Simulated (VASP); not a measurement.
# In2O3 (R-3c) in VASP: notebook

The runs below take In2O3 through single point, with LDA.

All numbers are computed with VASP 6.6.1; they aren't measurements. Logs are shortened: lines on timing, memory, paths and dates and some standing lists are left out, and cuts for length are marked.

**What was measured.**

From “Fabrication and performance enhancement of an In2O3/BiVO4 heterojunction for N-butanol gas sensing applications”, 2024, pmc:11650617, for a powder of In2O3: band gap 3.08 eV (optical).

How close the calculation comes is told below.

### 1 The cell of the first run

The structure is trigonal, space group R-3c (No. 167). The conventional cell has a = 5.462 Å, b = 5.462 Å, c = 14.372 Å, α = 90.00°, β = 90.00°, γ = 120.00°. In (site symmetry 3) has 6 O at 2.11 to 2.24 Å within 2.8 Å. Within 3.1 Å of O (site symmetry 2) lie 4 In at 2.11 to 2.24 Å and 8 O at 2.80 to 3.08 Å.

### 2 Single point, LDA

INCAR

```
ALGO = Normal
EDIFF = 1E-6
ENCUT = 520
GGA = CA
ISIF = 2
ISMEAR = 0
LASPH = True
LCHARG = False
LREAL = False
LWAVE = False
NBANDS = 55
NELM = 80
PREC = Accurate
SIGMA = 0.02
```

KPOINTS

```
k-points
0
Gamma
  6 6 6
```

POSCAR

```
In2O3
1.0
    2.7308926216      1.5766815902      4.7907162707
   -2.7308926216      1.5766815902      4.7907162707
    0.0000000000     -3.1533631804      4.7907162707
In O
4 6
Direct
    0.3576778372      0.3576778372      0.3576778372
    0.1423221628      0.1423221628      0.1423221628
    0.6423221628      0.6423221628      0.6423221628
    0.8576778372      0.8576778372      0.8576778372
    0.5455327448      0.9544672552      0.2500000000
    0.2500000000      0.5455327448      0.9544672552
    0.9544672552      0.2500000000      0.5455327448
    0.4544672552      0.0455327448      0.7500000000
    0.7500000000      0.4544672552      0.0455327448
    0.0455327448      0.7500000000      0.4544672552
```

Potentials or basis: VASP PAW LDA potentials, release 64 (In_d, O).

Run with:

```sh
cat potpaw_LDA.64/In_d/POTCAR potpaw_LDA.64/O/POTCAR > POTCAR
mpirun -np 1 vasp_std > vasp.out
```

OUTCAR:

```text
EDIFF = 1E-6
   ENCUT = 520
   GGA = CA
   ISIF = 2
   ISMEAR = 0
   LASPH = True
   LREAL = False
   NELM = 80
   PREC = Accurate

 ion  position               nearest neighbor table
   1  0.358  0.358  0.358-   9 2.11   8 2.11  10 2.11   7 2.24   6 2.24   5 2.24   2 3.10   3 3.23
                             3 3.23   3 3.23   2 3.58   2 3.58   2 3.58   4 3.96   4 3.96   4 3.96
   2  0.142  0.142  0.142-  10 2.11   8 2.11   9 2.11   7 2.24   6 2.24   5 2.24   1 3.10   4 3.23
                             4 3.23   4 3.23   1 3.58   1 3.58   1 3.58   3 3.96   3 3.96   3 3.96
   3  0.642  0.642  0.642-   6 2.11   5 2.11   7 2.11   9 2.24  10 2.24   8 2.24   4 3.10   1 3.23
                             1 3.23   1 3.23   4 3.58   4 3.58   4 3.58   2 3.96   2 3.96   2 3.96
   4  0.858  0.858  0.858-   7 2.11   5 2.11   6 2.11   9 2.24  10 2.24   8 2.24   3 3.10   2 3.23
                             2 3.23   2 3.23   3 3.58   3 3.58   3 3.58   1 3.96   1 3.96   1 3.96
   5  0.546  0.954  0.250-   3 2.11   4 2.11   1 2.24   2 2.24
   6  0.250  0.546  0.954-   3 2.11   4 2.11   1 2.24   2 2.24
   7  0.954  0.250  0.546-   4 2.11   3 2.11   1 2.24   2 2.24
   8  0.454  0.046  0.750-   1 2.11   2 2.11   3 2.24   4 2.24
   9  0.750  0.454  0.046-   1 2.11   2 2.11   3 2.24   4 2.24
  10  0.046  0.750  0.454-   2 2.11   1 2.11   3 2.24   4 2.24

  LATTYP: Found a trigonal (rhomboedric) cell.
 ALAT       =     5.7353867990
 COS(alpha) =     0.5465662744

  Lattice vectors:

 A1 = (   2.7308926216,   1.5766815902,   4.7907162707)
 A2 = (  -2.7308926216,   1.5766815902,   4.7907162707)
 A3 = (   0.0000000000,  -3.1533631804,   4.7907162707)

Analysis of symmetry for initial positions (statically):
=====================================================================
 Subroutine PRICEL returns:
 Original cell was already a primitive cell.

 Routine SETGRP: Setting up the symmetry group for a
 trigonal (rhombohedral) supercell.

 Subroutine GETGRP returns: Found 12 space group operations
 (whereof  6 operations were pure point group operations)
 out of a pool of 12 trial point group operations.

The static configuration has the point symmetry S_6 .
 The point group associated with its full space group is D_3d.

Analysis of symmetry for dynamics (positions and initial velocities):
=====================================================================
 Subroutine PRICEL returns:
 Original cell was already a primitive cell.

 Routine SETGRP: Setting up the symmetry group for a
 trigonal (rhombohedral) supercell.

 Subroutine GETGRP returns: Found 12 space group operations
 (whereof  6 operations were pure point group operations)
 out of a pool of 12 trial point group operations.
[... 125 lines left out ...]
   ISYM   =      2    0-nonsym 1-usesym 2-fastsym
   POTIM  = 0.5000    time-step for ionic-motion
   TEBEG  =    0.0;   TEEND  =   0.0 temperature during run
   PSTRESS=    0.0 pullay stress
   NELECT =      88.0000    total number of electrons
   NUPDOWN=      -1.0000    fix difference up-down
   EMIN   =  10.00;   EMAX   =-10.00  energy-range for DOS
   EFERMI =   0.00;   METHOD = LEGACY
   ISMEAR =     0;   SIGMA  =   0.02  broadening in eV -4-tet -1-fermi 0-gaus
   EFERMI_NEDOS =   21; number of points for ismear=-14 and -15
   IALGO  =     38    algorithm
   IMIX   =      4    mixing-type and parameters
     AMIX     =   0.40;   BMIX     =  1.00
     AMIX_MAG =   1.60;   BMIX_MAG =  1.00
  volume/ion in A,a.u.               =      12.38        83.52
  Fermi-wavevector in a.u.,A,eV,Ry     =   1.461175  2.761221 29.048885  2.135033
  Thomas-Fermi vector in A             =   2.577538
   LORBIT       =      0    0 simple, 1 ext, 2 COOP (PROOUT), +10 PAW based schemes
   GGA     = CA    functional components
   LHFCALC =     F    Hartree Fock is set to
   AEXX    =    0.0000 exact exchange contribution
   IVDW    =     0    specifies the selected vdW correction
   LEPSILON=     F    determine dielectric tensor
   LRPA    =     F    only Hartree local field effects (RPA)
 non-spin polarized calculation
 Gauss-broadening in eV      SIGMA  =   0.02
  energy-cutoff  :      520.00
  volume of cell :      123.77
 maximum number of plane-waves:      3354
 NGX is ok and might be reduce to    48
   NGX = 21   NGY = 21   NGZ = 21

 number of electron      87.9999994 magnetization

 Free energy of the ion-electron system (eV)
  ---------------------------------------------------
  ext. energy  EPLUGINS =         0.00000000
  ---------------------------------------------------
  free energy    TOTEN  =       -63.66200287 eV

  energy without entropy =      -63.66200287  energy(sigma->0) =      -63.66200287

 E-fermi :   5.6750     XC(G=0): -11.8572

 val. band max:        5.5448312281   @ k =   0.3333   0.0000   0.0000
 cond. band min:       6.8573068247   @ k =   0.0000   0.0000   0.0000
 fundamental gap:      1.3124755965
 Fermi energy:         5.6750152816

 k-point     1 :       0.0000    0.0000    0.0000
  band No.  band energies     occupation
      1     -12.0150      2.00000
      2     -11.0359      2.00000
      3     -11.0359      2.00000
      4     -10.7923      2.00000
      5     -10.7923      2.00000
      6     -10.6932      2.00000
[... 1381 lines left out ...]
     54      16.0128      0.00000
     55      16.7268      0.00000

 [... further k-points ...]
[... 5 lines left out ...]
  --------------------------------------------------------------------------------------
  -------------------------------------------------------------------------------------
  Total        0.6190533      0.6190533      0.4862523      0.0000000      0.0000000      0.0000000
  in kB        8.0137958      8.0137958      6.2946550      0.0000000      0.0000000      0.0000000
  external PRESSURE =       7.4407488 kB  Pullay stress =       0.0000000 kB

 VOLUME and BASIS-vectors are now :
 -----------------------------------------------------------------------------
  energy-cutoff  :      520.00
  volume of cell :      123.77
      direct lattice vectors                 reciprocal lattice vectors
     2.730892622  1.576681590  4.790716271     0.183090319  0.105707245  0.069579018
    -2.730892622  1.576681590  4.790716271    -0.183090319  0.105707245  0.069579018
     0.000000000 -3.153363180  4.790716271     0.000000000 -0.211414489  0.069579018

 POSITION                                       TOTAL-FORCE (eV/Angst)
 -----------------------------------------------------------------------------------
      0.00000      0.00000      5.14060        -0.000000     -0.000000      0.000082
      0.00000      0.00000      2.04548        -0.000000     -0.000000     -0.000082
      0.00000      0.00000      9.23155        -0.000000     -0.000000     -0.000082
      0.00000      0.00000     12.32667        -0.000000     -0.000000      0.000082
     -1.11676      1.57668      8.38375        -0.004562     -0.000000      0.000000
     -0.80707     -1.75548      8.38375         0.002281     -0.003950     -0.000000
      1.92382      0.17880      8.38375         0.002281      0.003950     -0.000000
      1.11676     -1.57668      5.98840         0.004562     -0.000000      0.000000
      0.80707      1.75548      5.98840        -0.002281      0.003950     -0.000000
     -1.92382     -0.17880      5.98840        -0.002281     -0.003950     -0.000000
 -----------------------------------------------------------------------------------
    total drift:                               -0.000000     -0.000000      0.000000

  FREE ENERGIE OF THE ION-ELECTRON SYSTEM (eV)
  ---------------------------------------------------
  free  energy   TOTEN  =       -63.6620028670 eV

  energy  without entropy=      -63.6620028670  energy(sigma->0) =      -63.66200287
```

stdout:

```text
POSCAR found type information on POSCAR InO
 POSCAR found :  2 types and      10 ions
 scaLAPACK will be used
 LDA part: xc-table for (Slater(with rela. corr.)+CA(PZ))
 , standard interpolation
 POSCAR, INCAR and KPOINTS ok, starting setup
 FFT: planning ... GRIDC
 FFT: planning ... GRID_SOFT
 FFT: planning ... GRID
 WAVECAR not read
 entering main loop
```

It took 11 min on 1 thread of Intel Xeon 8259CL, shared host; peak memory 0.34 GiB.

What came out:

```
Free energy            : -63.6620 eV
Pressure               : 0.7 GPa
Largest force          : 0.005 eV/Å
Band gap on the k mesh : 1.31 eV (least direct gap 1.34 eV)
```

Forces on the atoms (eV/Å):
```
In   0.000  0.000  0.000
In   0.000  0.000  0.000
In   0.000  0.000  0.000
In   0.000  0.000  0.000
O   -0.005  0.000  0.000
O    0.002 -0.004  0.000
O    0.002  0.004  0.000
O    0.005  0.000  0.000
O   -0.002  0.004  0.000
O   -0.002 -0.004  0.000
```

Levels at points of the mesh, in eV from the valence-band top:
| k point | band 42 | band 43 | band 44 | band 45 | band 46 | band 47 |
| --- | --- | --- | --- | --- | --- | --- |
| (0.00, 0.00, 0.00) | -0.28 | -0.03 | -0.03 | 1.31 | 5.41 | 6.26 |
| (0.50, 0.00, 0.00) | -0.75 | -0.07 | -0.07 | 4.99 | 4.99 | 5.86 |
| (0.50, 0.50, 0.00) | -0.34 | -0.08 | -0.04 | 5.25 | 5.52 | 6.46 |
| (0.50, 0.50, 0.50) | -0.20 | -0.20 | -0.20 | 4.42 | 4.42 | 7.21 |

Caveat: spin-orbit coupling is left out, which moves the levels of the heavy elements.

### 3 Single point, LDA

INCAR: that of step 2 with these lines changed.

```diff
@@ -3,3 +3,2 @@
 ENCUT = 520
-GGA = CA
 ISIF = 2
```

KPOINTS is that of step 2.

POSCAR is that of step 2.

Potentials or basis: VASP PAW LDA potentials, release 64 (In_d, O).

Run with:

```sh
cat potpaw_LDA.64/In_d/POTCAR potpaw_LDA.64/O/POTCAR > POTCAR
mpirun -np 1 vasp_std > vasp.out
```

OUTCAR:

```text
EDIFF = 1E-6
   ENCUT = 520
   ISIF = 2
   ISMEAR = 0
   LASPH = True
   LREAL = False
   NELM = 80
   PREC = Accurate

 ion  position               nearest neighbor table
   1  0.358  0.358  0.358-   9 2.11   8 2.11  10 2.11   7 2.24   6 2.24   5 2.24   2 3.10   3 3.23
                             3 3.23   3 3.23   2 3.58   2 3.58   2 3.58   4 3.96   4 3.96   4 3.96
   2  0.142  0.142  0.142-  10 2.11   8 2.11   9 2.11   7 2.24   6 2.24   5 2.24   1 3.10   4 3.23
                             4 3.23   4 3.23   1 3.58   1 3.58   1 3.58   3 3.96   3 3.96   3 3.96
   3  0.642  0.642  0.642-   6 2.11   5 2.11   7 2.11   9 2.24  10 2.24   8 2.24   4 3.10   1 3.23
                             1 3.23   1 3.23   4 3.58   4 3.58   4 3.58   2 3.96   2 3.96   2 3.96
   4  0.858  0.858  0.858-   7 2.11   5 2.11   6 2.11   9 2.24  10 2.24   8 2.24   3 3.10   2 3.23
                             2 3.23   2 3.23   3 3.58   3 3.58   3 3.58   1 3.96   1 3.96   1 3.96
   5  0.546  0.954  0.250-   3 2.11   4 2.11   1 2.24   2 2.24
   6  0.250  0.546  0.954-   3 2.11   4 2.11   1 2.24   2 2.24
   7  0.954  0.250  0.546-   4 2.11   3 2.11   1 2.24   2 2.24
   8  0.454  0.046  0.750-   1 2.11   2 2.11   3 2.24   4 2.24
   9  0.750  0.454  0.046-   1 2.11   2 2.11   3 2.24   4 2.24
[... 213 lines left out ...]
  band No.  band energies     occupation
      1     -12.0150      2.00000
      2     -11.0359      2.00000
      3     -11.0359      2.00000
      4     -10.7923      2.00000
      5     -10.7923      2.00000
      6     -10.6932      2.00000
[... 1381 lines left out ...]
     54      16.0128      0.00000
     55      16.7268      0.00000

 [... further k-points ...]
[... 5 lines left out ...]
  --------------------------------------------------------------------------------------
  -------------------------------------------------------------------------------------
  Total        0.6190533      0.6190533      0.4862523      0.0000000      0.0000000      0.0000000
  in kB        8.0137958      8.0137958      6.2946550      0.0000000      0.0000000      0.0000000
  external PRESSURE =       7.4407488 kB  Pullay stress =       0.0000000 kB

 VOLUME and BASIS-vectors are now :
 -----------------------------------------------------------------------------
  energy-cutoff  :      520.00
  volume of cell :      123.77
      direct lattice vectors                 reciprocal lattice vectors
     2.730892622  1.576681590  4.790716271     0.183090319  0.105707245  0.069579018
    -2.730892622  1.576681590  4.790716271    -0.183090319  0.105707245  0.069579018
     0.000000000 -3.153363180  4.790716271     0.000000000 -0.211414489  0.069579018

 POSITION                                       TOTAL-FORCE (eV/Angst)
 -----------------------------------------------------------------------------------
      0.00000      0.00000      5.14060        -0.000000     -0.000000      0.000082
      0.00000      0.00000      2.04548        -0.000000     -0.000000     -0.000082
      0.00000      0.00000      9.23155        -0.000000     -0.000000     -0.000082
      0.00000      0.00000     12.32667        -0.000000     -0.000000      0.000082
     -1.11676      1.57668      8.38375        -0.004562     -0.000000      0.000000
     -0.80707     -1.75548      8.38375         0.002281     -0.003950     -0.000000
      1.92382      0.17880      8.38375         0.002281      0.003950     -0.000000
      1.11676     -1.57668      5.98840         0.004562     -0.000000      0.000000
      0.80707      1.75548      5.98840        -0.002281      0.003950     -0.000000
     -1.92382     -0.17880      5.98840        -0.002281     -0.003950     -0.000000
 -----------------------------------------------------------------------------------
    total drift:                               -0.000000     -0.000000      0.000000

  FREE ENERGIE OF THE ION-ELECTRON SYSTEM (eV)
  ---------------------------------------------------
  free  energy   TOTEN  =       -63.6620028670 eV

  energy  without entropy=      -63.6620028670  energy(sigma->0) =      -63.66200287
```

It took 11 min on 1 thread of Intel Xeon 8259CL, shared host; peak memory 0.34 GiB.

Results:

| Item | Value |
| --- | --- |
| Free energy | -63.6620 eV |
| Pressure | 0.7 GPa |
| Largest force | 0.005 eV/Å |
| Band gap on the k mesh | 1.31 eV (least direct gap 1.34 eV) |

Forces in eV/Å, atoms in the order of the input:
```
In   0.000  0.000  0.000
In   0.000  0.000  0.000
In   0.000  0.000  0.000
In   0.000  0.000  0.000
O   -0.005  0.000  0.000
O    0.002 -0.004  0.000
O    0.002  0.004  0.000
O    0.005  0.000  0.000
O   -0.002  0.004  0.000
O   -0.002 -0.004  0.000
```

Stress tensor (GPa, compression positive):
```
0.80 0.00 0.00
0.00 0.80 0.00
0.00 0.00 0.63
```

Caveat: spin-orbit coupling is left out, which moves the levels of the heavy elements.

### 4 Against experiment

Step 2. Measured gap of In2O3: 3.08 eV (optical; powder; “Fabrication and performance enhancement of an In2O3/BiVO4 heterojunction for N-butanol gas sensing applications”, 2024, pmc:11650617). This calculation gives 1.31 eV (-1.77 eV). So large a miss can be the level of theory's own, or it may mean another phase, state or a wrong row. Spin-orbit coupling on In is left out. The value is that of LDA on a finite k mesh, which can miss the band edges, without temperature or zero-point motion. Semilocal functionals fall short of measured gaps as a rule.

Step 3. Against the measured gap of In2O3, 3.08 eV (optical; powder; “Fabrication and performance enhancement of an In2O3/BiVO4 heterojunction for N-butanol gas sensing applications”, 2024, pmc:11650617), the calculated 1.31 eV is off by -1.77 eV. So large a miss can be the level of theory's own, or it may mean another phase, state or a wrong row. Spin-orbit coupling on In is left out. The value is that of LDA on a finite k mesh, which can miss the band edges, without temperature or zero-point motion. Semilocal functionals fall short of measured gaps as a rule.
